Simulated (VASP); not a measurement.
# KBr in VASP: a series of runs

Runs on KBr. Level: LDA. Tasks: single point.

Everything below comes from runs of VASP 6.6.1. Logs are shortened: lines on timing, memory, paths and dates and some standing lists are left out, and cuts for length are marked.

## (1) The cell of the first run

The structure is orthorhombic, space group Pmc2_1 (No. 26). The conventional cell has a = 3.830 Å, b = 3.830 Å, c = 7.660 Å, α = 90.00°, β = 90.00°, γ = 90.00°. K (site symmetry m) has 8 Br at 3.02 to 3.65 Å and 6 K at 3.83 Å within 4.0 Å. Within 4.0 Å of Br (site symmetry m) lie 8 K at 3.02 to 3.65 Å and 6 Br at 3.83 to 3.93 Å.

## (2) Single point, LDA (atoms displaced along a vibrational mode)

Input file INCAR:

```
SYSTEM = KBr
PREC = Accurate
ENCUT = 520
EDIFF = 1E-6
ISMEAR = 0
SIGMA = 0.05
LREAL = .FALSE.
LASPH = .TRUE.
NELM = 100
ALGO = Normal
ISIF = 2
LWAVE = .FALSE.
LCHARG = .FALSE.
NBANDS = 24
```

Input file KPOINTS:

```
Automatic mesh
0
G
  6 6 4
  0 0 0
```

Input file POSCAR:

```
KBr
1.0
    3.8300121826      0.0000000000      0.0000000000
    0.0000000000      3.8300121826      0.0000000000
    0.0000000000      0.0000000000      7.6600243652
K Br
2 2
Direct
    0.0000000000      0.0000000000     -0.0092427904
    0.0000000000      0.0000000000      0.4907572096
    0.3836557226      0.5000000000      0.2545226446
    0.6163442774      0.5000000000      0.7545226446
```

Potentials or basis: VASP PAW LDA potentials, release 64 (K_sv, Br).

On the command line:

```bash
$ cat potpaw_LDA.64/K_sv/POTCAR potpaw_LDA.64/Br/POTCAR > POTCAR
$ mpirun -np 1 vasp_std > vasp.out
```

OUTCAR:

```text
SYSTEM = KBr
   PREC = Accurate
   ENCUT = 520
   EDIFF = 1E-6
   ISMEAR = 0
   LREAL = .FALSE.
   LASPH = .TRUE.
   NELM = 100
   ISIF = 2

 ion  position               nearest neighbor table
   1  0.000  0.000  0.991-   4 3.02   4 3.02   3 3.15   3 3.15
   2  0.000  0.000  0.491-   3 3.02   3 3.02   4 3.15   4 3.15
   3  0.384  0.500  0.255-   2 3.02   2 3.02   1 3.15   1 3.15
   4  0.616  0.500  0.755-   1 3.02   1 3.02   2 3.15   2 3.15

  LATTYP: Found a simple tetragonal cell.
 ALAT       =     3.8300121826
 C/A-ratio  =     2.0000000000

  Lattice vectors:

 A1 = (   3.8300121826,   0.0000000000,   0.0000000000)
 A2 = (   0.0000000000,   3.8300121826,   0.0000000000)
 A3 = (   0.0000000000,   0.0000000000,   7.6600243652)

Analysis of symmetry for initial positions (statically):
=====================================================================
 Subroutine PRICEL returns:
 Original cell was already a primitive cell.

 Routine SETGRP: Setting up the symmetry group for a
 simple tetragonal supercell.

 Subroutine GETGRP returns: Found  4 space group operations
 (whereof  2 operations were pure point group operations)
 out of a pool of 16 trial point group operations.

The static configuration has the point symmetry C_1h.
 The point group associated with its full space group is C_2v.

Analysis of symmetry for dynamics (positions and initial velocities):
=====================================================================
 Subroutine PRICEL returns:
 Original cell was already a primitive cell.

 Routine SETGRP: Setting up the symmetry group for a
 simple tetragonal supercell.

 Subroutine GETGRP returns: Found  4 space group operations
 (whereof  2 operations were pure point group operations)
 out of a pool of 16 trial point group operations.

The dynamic configuration has the point symmetry C_1h.
 The point group associated with its full space group is C_2v.

 Subroutine INISYM returns: Found  4 space group operations
 (whereof  2 operations are pure point group operations),
 and found     1 'primitive' translations

----------------------------------------------------------------------------------------

                                     Primitive cell

  volume of cell :     112.3648

  direct lattice vectors                    reciprocal lattice vectors
     3.830012183  0.000000000  0.000000000     0.261095775  0.000000000  0.000000000
     0.000000000  3.830012183  0.000000000     0.000000000  0.261095775  0.000000000
     0.000000000  0.000000000  7.660024365     0.000000000  0.000000000  0.130547888
[... 84 lines left out ...]
   LSORBIT =      F    spin-orbit coupling
   LASPH  =      T    aspherical Exc in radial PAW
   ENCUT  =  520.0 eV  38.22 Ry    6.18 a.u.   7.12  7.12 14.24*2*pi/ulx,y,z
   NELM   =    100;   NELMIN=  2; NELMDL= -5     # of ELM steps
   EDIFF  = 0.1E-05   stopping-criterion for ELM
   LREAL  =      F    real-space projection
   EDIFFG = 0.1E-04   stopping-criterion for IOM
   NSW    =      0    number of steps for IOM
   IBRION =     -1    ionic relax: 0-MD 1-quasi-New 2-CG
   NFREE  =      0    steps in history (QN), initial steepest desc. (CG)
   ISIF   =      2    stress and relaxation
   ISYM   =      2    0-nonsym 1-usesym 2-fastsym
   POTIM  = 0.5000    time-step for ionic-motion
   TEBEG  =    0.0;   TEEND  =   0.0 temperature during run
   PSTRESS=    0.0 pullay stress
   NELECT =      32.0000    total number of electrons
   NUPDOWN=      -1.0000    fix difference up-down
   EMIN   =  10.00;   EMAX   =-10.00  energy-range for DOS
   EFERMI =   0.00;   METHOD = LEGACY
   ISMEAR =     0;   SIGMA  =   0.05  broadening in eV -4-tet -1-fermi 0-gaus
   EFERMI_NEDOS =   21; number of points for ismear=-14 and -15
   IALGO  =     38    algorithm
   IMIX   =      4    mixing-type and parameters
     AMIX     =   0.40;   BMIX     =  1.00
     AMIX_MAG =   1.60;   BMIX_MAG =  1.00
  volume/ion in A,a.u.               =      28.09       189.57
  Fermi-wavevector in a.u.,A,eV,Ry     =   1.077080  2.035386 15.784140  1.160102
  Thomas-Fermi vector in A             =   2.212982
   LORBIT       =      0    0 simple, 1 ext, 2 COOP (PROOUT), +10 PAW based schemes
   GGA     = CA    functional components
   LHFCALC =     F    Hartree Fock is set to
   AEXX    =    0.0000 exact exchange contribution
   IVDW    =     0    specifies the selected vdW correction
   LEPSILON=     F    determine dielectric tensor
   LRPA    =     F    only Hartree local field effects (RPA)
 non-spin polarized calculation
 Gauss-broadening in eV      SIGMA  =   0.05
  energy-cutoff  :      520.00
  volume of cell :      112.36
 maximum number of plane-waves:      3056
   NGX = 15   NGY = 15   NGZ = 29

 number of electron      32.0000002 magnetization

 Free energy of the ion-electron system (eV)
  ---------------------------------------------------
  ext. energy  EPLUGINS =         0.00000000
  ---------------------------------------------------
  free energy    TOTEN  =       -13.32070580 eV

  energy without entropy =      -13.32070580  energy(sigma->0) =      -13.32070580

 E-fermi :   0.2523     XC(G=0):  -8.9755

 val. band max:       -0.0617452231   @ k =   0.0000   0.5000   0.2500
 cond. band min:       3.9777940658   @ k =   0.0000   0.0000   0.0000
 fundamental gap:      4.0395392889
 Fermi energy:         0.2522659833

 k-point     1 :       0.0000    0.0000    0.0000
  band No.  band energies     occupation
      1     -28.0483      2.00000
      2     -28.0235      2.00000
      3     -13.5417      2.00000
      4     -13.2410      2.00000
      5     -11.7408      2.00000
      6     -11.7068      2.00000
[... 637 lines left out ...]
     23       8.6389      0.00000
     24       8.8682      0.00000

 [... further k-points ...]
[... 5 lines left out ...]
  --------------------------------------------------------------------------------------
  -------------------------------------------------------------------------------------
  Total        0.9193933      1.6931620      1.2523873      0.0000000      0.0000000      0.0000000
  in kB       13.1093593     24.1422994     17.8574224      0.0000000      0.0000000      0.0000000
  external PRESSURE =      18.3696937 kB  Pullay stress =       0.0000000 kB

 VOLUME and BASIS-vectors are now :
 -----------------------------------------------------------------------------
  energy-cutoff  :      520.00
  volume of cell :      112.36
      direct lattice vectors                 reciprocal lattice vectors
     3.830012183  0.000000000  0.000000000     0.261095775  0.000000000  0.000000000
     0.000000000  3.830012183  0.000000000     0.000000000  0.261095775  0.000000000
     0.000000000  0.000000000  7.660024365     0.000000000  0.000000000  0.130547888

 POSITION                                       TOTAL-FORCE (eV/Angst)
 -----------------------------------------------------------------------------------
      0.00000      0.00000      7.58922         0.181975      0.000000      0.209763
      0.00000      0.00000      3.75921        -0.181975      0.000000      0.209763
      1.46941      1.91501      1.94965         0.513790      0.000000     -0.209763
      2.36061      1.91501      5.77966        -0.513790      0.000000     -0.209763
 -----------------------------------------------------------------------------------
    total drift:                               -0.000000     -0.000000      0.000109

  FREE ENERGIE OF THE ION-ELECTRON SYSTEM (eV)
  ---------------------------------------------------
  free  energy   TOTEN  =       -13.3207058004 eV

  energy  without entropy=      -13.3207058004  energy(sigma->0) =      -13.32070580
```

It took 35 s on 1 thread of Intel Xeon 6975P-C (Granite Rapids), shared host; peak memory 0.24 GiB.

Results:

```
Free energy            : -13.3207 eV
Pressure               : 1.8 GPa
Largest force          : 0.555 eV/Å
Band gap on the k mesh : 4.04 eV (least direct gap 4.24 eV)
```

Forces in eV/Å, atoms in the order of the input:
```
K    0.182  0.000  0.210
K   -0.182  0.000  0.210
Br   0.514  0.000 -0.210
Br  -0.514  0.000 -0.210
```

Stress tensor (GPa, compression positive):
```
1.31 0.00 0.00
0.00 2.41 0.00
0.00 0.00 1.79
```

Levels at points of the mesh, in eV from the valence-band top:
| k point | band 14 | band 15 | band 16 | band 17 | band 18 | band 19 |
| --- | --- | --- | --- | --- | --- | --- |
| (0.00, 0.00, 0.00) | -0.39 | -0.30 | -0.20 | 4.04 | 5.29 | 5.83 |
| (0.50, 0.00, 0.00) | -0.68 | -0.42 | -0.02 | 5.39 | 6.24 | 6.87 |
| (0.00, 0.50, 0.00) | -0.58 | -0.21 | -0.03 | 5.05 | 6.27 | 6.53 |
| (0.50, 0.50, 0.00) | -1.65 | -1.62 | -0.18 | 4.95 | 6.47 | 7.12 |
| (0.00, 0.00, 0.50) | -0.38 | -0.30 | -0.30 | 5.34 | 5.34 | 6.05 |
| (0.50, 0.00, 0.50) | -1.02 | -0.23 | -0.23 | 5.85 | 5.85 | 6.79 |
| (0.00, 0.50, 0.50) | -1.20 | -0.05 | -0.05 | 5.96 | 5.96 | 6.73 |
| (0.50, 0.50, 0.50) | -1.80 | -1.06 | -1.06 | 5.86 | 5.86 | 6.98 |

Caveat: the cell differs from its parent crystal (atoms displaced along a vibrational mode).

## (3) Single point, LDA (atoms displaced along a vibrational mode)

Input file INCAR:

```
SYSTEM = KBr
ALGO = Normal
EDIFF = 1E-7
ENCUT = 520
ISIF = 2
ISMEAR = 0
LASPH = .True.
LCHARG = .False.
LREAL = .False.
LWAVE = .False.
NBANDS = 24
NELM = 100
PREC = Accurate
SIGMA = 0.05
```

Input file KPOINTS:

```
k-points
0
Gamma
  6 6 4
  0 0 0
```

Input file POSCAR:

```
KBr
1.0
    3.8300121826      0.0000000000      0.0000000000
    0.0000000000      3.8300121826      0.0000000000
    0.0000000000      0.0000000000      7.6600243652
K Br
2 2
Direct
    0.0000000000      0.0000000000      0.0000000000
    0.0000000000      0.0000000000      0.5000000000
    0.4127417919      0.5000000000      0.2500000000
    0.5872582081      0.5000000000      0.7500000000
```

Potentials or basis: VASP PAW LDA potentials, release 64 (K_sv, Br).

On the command line:

```bash
$ cat potpaw_LDA.64/K_sv/POTCAR potpaw_LDA.64/Br/POTCAR > POTCAR
$ mpirun -np 1 vasp_std > vasp.out
```

Run time: 36 s. Hardware: 1 thread of Intel Xeon 6975P-C (Granite Rapids), shared host; peak memory 0.24 GiB.

It converged, with:

| Item | Value |
| --- | --- |
| Free energy | -13.4373 eV |
| Pressure | 1.0 GPa |
| Largest force | 0.357 eV/Å |
| Band gap on the k mesh | 4.05 eV (least direct gap 4.28 eV) |

Forces in eV/Å, atoms in the order of the input:
```
K    0.000  0.000  0.000
K    0.000  0.000  0.000
Br   0.357  0.000  0.000
Br  -0.357  0.000  0.000
```

Stress tensor (GPa, compression positive):
```
0.76 0.00 0.00
0.00 1.29 0.00
0.00 0.00 0.96
```

Levels at points of the mesh, in eV from the valence-band top:
| k point | band 13 | band 14 | band 15 | band 16 | band 17 | band 18 | band 19 | band 20 |
| --- | --- | --- | --- | --- | --- | --- | --- | --- |
| (0.00, 0.00, 0.00) | -0.39 | -0.36 | -0.30 | -0.23 | 4.05 | 5.30 | 5.61 | 6.73 |
| (0.50, 0.00, 0.00) | -1.63 | -0.54 | -0.37 | 0.00 | 5.19 | 6.29 | 6.89 | 6.94 |
| (0.00, 0.50, 0.00) | -1.66 | -0.48 | -0.25 | -0.01 | 4.99 | 6.31 | 6.67 | 6.83 |
| (0.50, 0.50, 0.00) | -1.86 | -1.68 | -1.67 | -0.10 | 4.93 | 6.41 | 7.26 | 7.60 |
| (0.00, 0.00, 0.50) | -0.35 | -0.35 | -0.30 | -0.30 | 5.36 | 5.36 | 5.97 | 5.97 |
| (0.50, 0.00, 0.50) | -1.06 | -1.06 | -0.19 | -0.19 | 5.91 | 5.91 | 6.77 | 6.77 |
| (0.00, 0.50, 0.50) | -1.17 | -1.17 | -0.08 | -0.08 | 5.99 | 5.99 | 6.73 | 6.73 |
| (0.50, 0.50, 0.50) | -1.81 | -1.81 | -1.07 | -1.07 | 5.89 | 5.89 | 7.16 | 7.16 |

Caveat: the cell differs from its parent crystal (atoms displaced along a vibrational mode). A k mesh can miss the band edges.
